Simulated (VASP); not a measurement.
W:

```xyz
1
Lattice="2.5900 0.0000 0.0000 0.0000 2.5900 0.0000 0.0000 0.0000 2.5900" Properties=species:S:1:pos:R:3 pbc="T T T"
W     0.0000    0.0000    0.0000
```

| Quantity | Value |
| --- | --- |
| Program | VASP 6.6.1 |
| Task | relaxation of cell and atoms |
| Functional | PBE |
| Potentials or basis | VASP PAW PBE potentials, release 64 (W_sv) |
| Cutoff | 600 eV |
| k mesh | 18 × 18 × 18 |
| Occupations | gaussian, width 0.1 eV |
| Spin | no spin polarisation |

At the start: pressure 14.4 GPa; volume 17.37 Å³/atom.

Q: How do energy, volume and symmetry change on relaxing?

A: Over 4 steps the energy falls by 46.3 meV/atom and the volume is 18.46 Å³/atom (+6.3 %); space group Pm-3m (No. 221, to 0.05 Å).

The path:
| step | energy change (eV) | largest force (eV/Å) | pressure (GPa) | volume (Å³) |
| --- | --- | --- | --- | --- |
| 1 | 0.0000 | 0.0000 | 14.37 | 17.37 |
| 2 | 0.2234 | 0.0000 | -24.13 | 21.59 |
| 3 | -0.0461 | 0.0000 | -0.74 | 18.52 |
| 4 | -0.0463 | 0.0000 | -0.05 | 18.46 |

Final structure:
```xyz
1
Lattice="2.6430 0.0000 0.0000 0.0000 2.6430 0.0000 0.0000 0.0000 2.6430" Properties=species:S:1:pos:R:3 pbc="T T T"
W     0.0000    0.0000    0.0000
```
